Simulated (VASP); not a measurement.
# AlN (Cmcm) in VASP: a series of runs

Runs on AlN. Level: LDA. Tasks: single point.

Everything below comes from runs of VASP 6.6.1. Logs are shortened: lines on timing, memory, paths and dates and some standing lists are left out, and cuts for length are marked.

## 1. The cell of the first run

Symmetry: Cmcm, No. 63, orthorhombic system. The conventional cell has a = 3.944 Å, b = 3.944 Å, c = 3.944 Å, α = 90.00°, β = 90.00°, γ = 90.00°. Within 2.6 Å of Al (site symmetry m2m) lie 6 N at 1.93 to 2.01 Å. N (site symmetry m2m) has 6 Al at 1.93 to 2.01 Å within 2.6 Å.

## 2. Single point, LDA

Input file INCAR:

```
PREC = Accurate
ENCUT = 520
EDIFF = 1E-6
ISMEAR = 0
SIGMA = 0.05
LREAL = F
LASPH = T
NELM = 100
ALGO = Normal
ISIF = 2
LWAVE = F
LCHARG = F
GGA = CA
NBANDS = 16
```

Input file KPOINTS:

```
regular mesh
0
Gamma
  8 8 6
```

Input file POSCAR:

```
AlN
1.0
    0.0000000000     -1.9720279384     -1.9720279384
    0.0000000000      1.9720279384     -1.9720279384
    3.9440558767      0.0000000000      0.0000000000
Al N
2 2
Direct
    0.5167537586      0.4832462414      0.0000000000
   -0.0167537586      0.0167537586      0.5000000000
    0.4931383696      0.5068616304      0.5000000000
    0.0068616304      0.9931383696      0.0000000000
```

Potentials or basis: VASP PAW LDA potentials, release 64 (Al, N).

Command:

```
> cat potpaw_LDA.64/Al/POTCAR potpaw_LDA.64/N/POTCAR > POTCAR
> mpirun -np 1 vasp_std > vasp.out
```

OUTCAR:

```text
PREC = Accurate
   ENCUT = 520
   EDIFF = 1E-6
   ISMEAR = 0
   LREAL = F
   LASPH = T
   NELM = 100
   ISIF = 2
   GGA = CA

 ion  position               nearest neighbor table
   1  0.517  0.483  0.000-   4 1.93   4 1.97   4 1.97   3 1.97   3 1.97   4 2.01   2 2.70   2 2.70
                             2 2.79   2 2.79   2 2.79   2 2.79   2 2.88   2 2.88
   2  0.983  0.017  0.500-   3 1.93   3 1.97   3 1.97   4 1.97   4 1.97   3 2.01   1 2.70   1 2.70
                             1 2.79   1 2.79   1 2.79   1 2.79   1 2.88   1 2.88
   3  0.493  0.507  0.500-   2 1.93   2 1.97   2 1.97   1 1.97   1 1.97   2 2.01
   4  0.007  0.993  0.000-   1 1.93   1 1.97   1 1.97   2 1.97   2 1.97   1 2.01

  LATTYP: Found a simple tetragonal cell.
 ALAT       =     2.7888686559
 C/A-ratio  =     1.4142135623

  Lattice vectors:

 A1 = (   0.0000000000,  -1.9720279384,  -1.9720279384)
 A2 = (   0.0000000000,   1.9720279384,  -1.9720279384)
 A3 = (   3.9440558767,   0.0000000000,   0.0000000000)

Analysis of symmetry for initial positions (statically):
=====================================================================
 Subroutine PRICEL returns:
 Original cell was already a primitive cell.

 Routine SETGRP: Setting up the symmetry group for a
 simple tetragonal supercell.

 Subroutine GETGRP returns: Found  8 space group operations
 (whereof  4 operations were pure point group operations)
 out of a pool of 16 trial point group operations.

The static configuration has the point symmetry C_2v.
 The point group associated with its full space group is D_2h.

Analysis of symmetry for dynamics (positions and initial velocities):
=====================================================================
 Subroutine PRICEL returns:
 Original cell was already a primitive cell.

 Routine SETGRP: Setting up the symmetry group for a
 simple tetragonal supercell.

 Subroutine GETGRP returns: Found  8 space group operations
 (whereof  4 operations were pure point group operations)
 out of a pool of 16 trial point group operations.

The dynamic configuration has the point symmetry C_2v.
 The point group associated with its full space group is D_2h.

 Subroutine INISYM returns: Found  8 space group operations
 (whereof  4 operations are pure point group operations),
 and found     1 'primitive' translations

----------------------------------------------------------------------------------------

                                     Primitive cell

  volume of cell :      30.6760

  direct lattice vectors                    reciprocal lattice vectors
     0.000000000 -1.972027938 -1.972027938     0.000000000 -0.253546104 -0.253546104
     0.000000000  1.972027938 -1.972027938     0.000000000  0.253546104 -0.253546104
     3.944055877  0.000000000  0.000000000     0.253546104  0.000000000  0.000000000

  length of vectors
     2.788868656  2.788868656  3.944055877     0.358568338  0.358568338  0.253546104

  position of ions in fractional coordinates (direct lattice)
     0.516753759  0.483246241  0.000000000
     0.983246241  0.016753759  0.500000000
     0.493138370  0.506861630  0.500000000
     0.006861630  0.993138370  0.000000000

  ion indices of the primitive-cell ions
   primitive index   ion index
                 1           1
                 2           2
                 3           3
                 4           4

----------------------------------------------------------------------------------------

 KPOINTS: regular mesh

Automatic generation of k-mesh.
 Grid dimensions read from file:
 generate k-points for:    8    8    6

 Generating k-lattice:

  Cartesian coordinates                     Fractional coordinates (reciprocal lattice)
     0.000000000 -0.031693263 -0.031693263     0.125000000  0.000000000  0.000000000
     0.000000000  0.031693263 -0.031693263     0.000000000  0.125000000  0.000000000
     0.042257684  0.000000000  0.000000000     0.000000000  0.000000000  0.166666667

  Length of vectors
     0.044821042  0.044821042  0.042257684

  Shift w.r.t. Gamma in fractional coordinates (k-lattice)
     0.000000000  0.000000000  0.000000000

 Subroutine IBZKPT returns following result:
 ===========================================

 Found     84 irreducible k-points:

 Following reciprocal coordinates:
            Coordinates               Weight
  0.000000  0.000000  0.000000      1.000000
  0.125000  0.000000  0.000000      4.000000
  0.250000  0.000000  0.000000      4.000000
  0.375000  0.000000  0.000000      4.000000
  0.500000  0.000000  0.000000      2.000000
  0.125000  0.125000  0.000000      2.000000
[... 16 lines left out ...]
  0.125000  0.000000  0.166667      8.000000
  0.250000  0.000000  0.166667      8.000000
 [... further k-points ...]
   k-points           NKPTS =     84   k-points in BZ     NKDIM =     84   number of bands    NBANDS=     16
   number of dos      NEDOS =    301   number of ions     NIONS =      4
   total plane-waves  NPLWV =  17280
   dimension x,y,z NGX =    24 NGY =   24 NGZ =   30
   dimension x,y,z NGXF=    48 NGYF=   48 NGZF=   60
   ions per type =               2   2
   NGX,Y,Z   is equivalent  to a cutoff of  14.31, 14.31, 12.65 a.u.
   NGXF,Y,Z  is equivalent  to a cutoff of  28.61, 28.61, 25.29 a.u.
 SYSTEM =  unknown system
   PREC   = accura    normal or accurate (medium, high low for compatibility)
   ISTART =      0    job   : 0-new  1-cont  2-samecut
   ICHARG =      2    charge: 1-file 2-atom 10-const
   ISPIN  =      1    spin polarized calculation?
   LNONCOLLINEAR =      F non collinear calculations
   LSORBIT =      F    spin-orbit coupling
   LASPH  =      T    aspherical Exc in radial PAW
   ENCUT  =  520.0 eV  38.22 Ry    6.18 a.u.   5.19  5.19  7.33*2*pi/ulx,y,z
   NELM   =    100;   NELMIN=  2; NELMDL= -5     # of ELM steps
   EDIFF  = 0.1E-05   stopping-criterion for ELM
   LREAL  =      F    real-space projection
   EDIFFG = 0.1E-04   stopping-criterion for IOM
   NSW    =      0    number of steps for IOM
   IBRION =     -1    ionic relax: 0-MD 1-quasi-New 2-CG
   NFREE  =      0    steps in history (QN), initial steepest desc. (CG)
   ISIF   =      2    stress and relaxation
   ISYM   =      2    0-nonsym 1-usesym 2-fastsym
   POTIM  = 0.5000    time-step for ionic-motion
   TEBEG  =    0.0;   TEEND  =   0.0 temperature during run
   PSTRESS=    0.0 pullay stress
   NELECT =      16.0000    total number of electrons
   NUPDOWN=      -1.0000    fix difference up-down
   EMIN   =  10.00;   EMAX   =-10.00  energy-range for DOS
   EFERMI =   0.00;   METHOD = LEGACY
   ISMEAR =     0;   SIGMA  =   0.05  broadening in eV -4-tet -1-fermi 0-gaus
   EFERMI_NEDOS =   21; number of points for ismear=-14 and -15
   IALGO  =     38    algorithm
   IMIX   =      4    mixing-type and parameters
     AMIX     =   0.40;   BMIX     =  1.00
     AMIX_MAG =   1.60;   BMIX_MAG =  1.00
  volume/ion in A,a.u.               =       7.67        51.75
  Fermi-wavevector in a.u.,A,eV,Ry     =   1.317797  2.490275 23.627718  1.736588
  Thomas-Fermi vector in A             =   2.447812
   LORBIT       =      0    0 simple, 1 ext, 2 COOP (PROOUT), +10 PAW based schemes
   GGA     = CA    functional components
   LHFCALC =     F    Hartree Fock is set to
   AEXX    =    0.0000 exact exchange contribution
   IVDW    =     0    specifies the selected vdW correction
   LEPSILON=     F    determine dielectric tensor
   LRPA    =     F    only Hartree local field effects (RPA)
 non-spin polarized calculation
 Gauss-broadening in eV      SIGMA  =   0.05
  energy-cutoff  :      520.00
  volume of cell :       30.68
 maximum number of plane-waves:       846
 NGX is ok and might be reduce to    24
   NGX = 11   NGY = 11   NGZ = 15

 number of electron      16.0000000 magnetization

 Free energy of the ion-electron system (eV)
  ---------------------------------------------------
  ext. energy  EPLUGINS =         0.00000000
  ---------------------------------------------------
  free energy    TOTEN  =       -32.31986392 eV

  energy without entropy =      -32.31986392  energy(sigma->0) =      -32.31986392

 E-fermi :  11.0289     XC(G=0): -12.9269

 val. band max:       10.7168145911   @ k =   0.0000   0.0000   0.0000
 cond. band min:      15.7322387304   @ k =   0.5000   0.5000   0.0000
 fundamental gap:      5.0154241393
 Fermi energy:        11.0289251525

 k-point     1 :       0.0000    0.0000    0.0000
  band No.  band energies     occupation
      1      -7.3965      2.00000
      2      -2.6304      2.00000
      3       2.7841      2.00000
      4       7.7011      2.00000
      5       7.7023      2.00000
      6      10.6907      2.00000
[... 8 lines left out ...]
     15      25.6736      0.00000
     16      28.4492      0.00000

 k-point     2 :       0.1250    0.0000    0.0000
  band No.  band energies     occupation
      1      -7.1652      2.00000
      2      -2.5863      2.00000
      3       3.0128      2.00000
      4       6.6162      2.00000
      5       7.8342      2.00000
      6       9.7588      2.00000
[... 8 lines left out ...]
     15      25.2690      0.00000
     16      26.8415      0.00000

 k-point     3 :       0.2500    0.0000    0.0000
  band No.  band energies     occupation
      1      -6.4900      2.00000
      2      -2.6040      2.00000
      3       3.6896      2.00000
      4       4.8819      2.00000
      5       7.8334      2.00000
      6       8.2290      2.00000
[... 8 lines left out ...]
     15      24.5728      0.00000
     16      24.9138      0.00000

 k-point     4 :       0.3750    0.0000    0.0000
  band No.  band energies     occupation
      1      -5.4394      2.00000
      2      -3.0927      2.00000
      3       4.0395      2.00000
      4       4.7818      2.00000
      5       5.9363      2.00000
      6       7.8314      2.00000
[... 8 lines left out ...]
     15      23.8910      0.00000
     16      24.7587      0.00000
[... 324 lines left out ...]
 k-point    22 :       0.0000    0.0000    0.1667
  band No.  band energies     occupation
      1      -7.1907      2.00000
      2      -3.2261      2.00000
      3       3.4866      2.00000
      4       7.8487      2.00000
      5       7.8507      2.00000
      6      10.0651      2.00000
[... 8 lines left out ...]
     15      25.2066      0.00000
     16      26.3514      0.00000

 k-point    23 :       0.1250    0.0000    0.1667
  band No.  band energies     occupation
      1      -6.9622      2.00000
      2      -3.1294      2.00000
      3       3.5657      2.00000
      4       6.8949      2.00000
      5       7.9749      2.00000
      6       8.9006      2.00000
[... 8 lines left out ...]
     15      24.7167      0.00000
     16      26.5684      0.00000

 k-point    24 :       0.2500    0.0000    0.1667
  band No.  band energies     occupation
      1      -6.2971      2.00000
      2      -2.9704      2.00000
      3       3.4381      2.00000
      4       5.8103      2.00000
      5       6.9083      2.00000
      6       8.3405      2.00000
[... 8 lines left out ...]
     15      23.8282      0.00000
     16      25.6123      0.00000

 [... further k-points ...]
[... 5 lines left out ...]
  --------------------------------------------------------------------------------------
  -------------------------------------------------------------------------------------
  Total        3.2278367      3.3284650      3.0447989      0.0000000      0.0000000      0.0000000
  in kB      168.5865635    173.8422746    159.0266866      0.0000000      0.0000000      0.0000000
  external PRESSURE =     167.1518416 kB  Pullay stress =       0.0000000 kB

 VOLUME and BASIS-vectors are now :
 -----------------------------------------------------------------------------
  energy-cutoff  :      520.00
  volume of cell :       30.68
      direct lattice vectors                 reciprocal lattice vectors
     0.000000000 -1.972027938 -1.972027938     0.000000000 -0.253546104 -0.253546104
     0.000000000  1.972027938 -1.972027938     0.000000000  0.253546104 -0.253546104
     3.944055877  0.000000000  0.000000000     0.253546104  0.000000000  0.000000000

 POSITION                                       TOTAL-FORCE (eV/Angst)
 -----------------------------------------------------------------------------------
      0.00000     -0.06608     -1.97203         0.000000      0.869201      0.000000
      1.97203     -1.90595     -1.97203         0.000000     -0.869201      0.000000
      1.97203      0.02706     -1.97203         0.000000     -0.075851      0.000000
      0.00000      1.94497     -1.97203         0.000000      0.075851      0.000000
 -----------------------------------------------------------------------------------
    total drift:                                0.000000     -0.000000     -0.000000

  FREE ENERGIE OF THE ION-ELECTRON SYSTEM (eV)
  ---------------------------------------------------
  free  energy   TOTEN  =       -32.3198639238 eV

  energy  without entropy=      -32.3198639238  energy(sigma->0) =      -32.31986392
```

It took 30 s on 1 thread of Intel Xeon Platinum 8259CL at 2.50GHz (Skylake/Cascade Lake), shared host; peak memory 0.15 GiB.

What came out:

- Free energy: -32.3199 eV
- Pressure: 16.7 GPa
- Largest force: 0.869 eV/Å
- Band gap on the k mesh: 5.02 eV

Forces on the atoms (eV/Å):
```
Al   0.000  0.869  0.000
Al   0.000 -0.869  0.000
N    0.000 -0.076  0.000
N    0.000  0.076  0.000
```

Levels at points of the mesh, in eV from the valence-band top:
```tsv
k point	band 5	band 6	band 7	band 8	band 9	band 10	band 11	band 12
(0.00, 0.00, 0.00)	-3.01	-0.03	-0.01	0.00	5.05	5.20	6.86	12.11
(0.50, 0.00, 0.00)	-4.52	-4.48	-1.31	-1.25	8.65	8.95	10.55	11.15
(0.50, 0.50, 0.00)	-3.02	-3.02	-3.01	-3.01	5.02	5.04	5.17	5.19
(0.00, 0.00, 0.50)	-1.77	-1.77	-1.77	-1.77	7.32	7.32	8.51	8.51
(0.50, 0.00, 0.50)	-1.23	-1.23	-1.22	-1.22	6.58	6.58	11.38	11.38
(0.50, 0.50, 0.50)	-6.16	-6.16	-4.14	-4.14	8.70	8.70	10.99	10.99
```

[end of part 1 of 2]
